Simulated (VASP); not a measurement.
Input of a VASP 6.6.1 run:

INCAR

```
PREC = Accurate ; ENCUT = 600
EDIFF = 1E-6 ; ISMEAR = 0
SIGMA = 0.1 ; LREAL = F
LASPH = T ; NELM = 80
ALGO = Fast ; ISIF = 3
LWAVE = F ; LCHARG = F
GGA = PE ; IBRION = 2
NSW = 90 ; EDIFFG = -0.04
```

The input KPOINTS:

```
Automatic mesh
0
Gamma
  6 6 4
```

File POSCAR:

```
Nb3Si2
1.0
    3.8898505172      0.0000000000      0.0000000000
   -1.9449252586      3.3687093648      0.0000000000
    0.0000000000      0.0000000000      6.0519755509
Nb Si
3 2
Direct
    0.0000000000      0.0000000000      0.0000000000
    0.3333333333      0.6666666667      0.6450000000
    0.6666666667      0.3333333333      0.3550000000
    0.3333333333      0.6666666667      0.2450000000
    0.6666666667      0.3333333333      0.7550000000
```

Potentials or basis: VASP PAW PBE potentials, release 64 (Nb_sv, Si).

Launch:

```sh
$ cat potpaw_PBE.64/Nb_sv/POTCAR potpaw_PBE.64/Si/POTCAR > POTCAR
$ mpirun -np 1 vasp_std > vasp.out
```

(1) What does it give for the relaxed cell?

(2) Predict the relaxed volume.

(3) What does it give for the space group after relaxing (to 0.05 Å)?

Answers

(1) a = 3.977 Å, b = 3.977 Å, c = 6.541 Å, α = 90.00°, β = 90.00°, γ = 120.00°.

(2) 17.92 Å³/atom.

(3) P-3m1 (No. 164).
